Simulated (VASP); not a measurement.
**MgS: single point with PBEsol**

The system is MgS.

```
Mg S
1.0
     2.61427    2.61427    0.00000
    -2.61427    2.61427    0.00000
     0.00000    2.61427    2.61427
Mg S
1 1
Direct
  0.00000 0.00000 0.00000
  0.50000 0.50000 0.00000
```

| Item | Value |
| --- | --- |
| Program | VASP 6.6.1 |
| Task | single point |
| Functional | PBEsol |
| Potentials or basis | VASP PAW PBE potentials, release 64 (Mg, S) |
| Cutoff | 520 eV |
| k mesh | 8 × 8 × 8 |
| Occupations | gaussian, width 0.01 eV |
| Spin | no spin polarisation |
| Dipole correction | no |
| Further INCAR settings | ALGO = Normal; EDIFF = 1e-06; NBANDS = 11 |

- Pressure: -2.2 GPa
- Band gap on the k mesh: 2.67 eV, indirect (least direct gap 3.48 eV)

Levels at points of the mesh, in eV from the valence-band top:
```
           k point  band 1  band 2  band 3  band 4  band 5  band 6  band 7  band 8
(0.00, 0.00, 0.00)  -12.60    0.00    0.00    0.00    3.48    7.86    7.86    7.86
(0.50, 0.00, 0.00)  -11.31   -4.82   -0.58   -0.58    4.38    6.81    6.81    9.91
(0.50, 0.50, 0.00)  -10.95   -4.19   -1.68   -1.68    2.67    4.29   11.73   12.78
```

Run time: 14 s on 1 thread of AMD EPYC 7R43 64-Core Processor (Zen 3), on a shared host, peak memory 0.12 GiB.

Caveat: the PAW data sets were made with another functional, which shifts forces and pressure a little. A k mesh can miss the band edges.
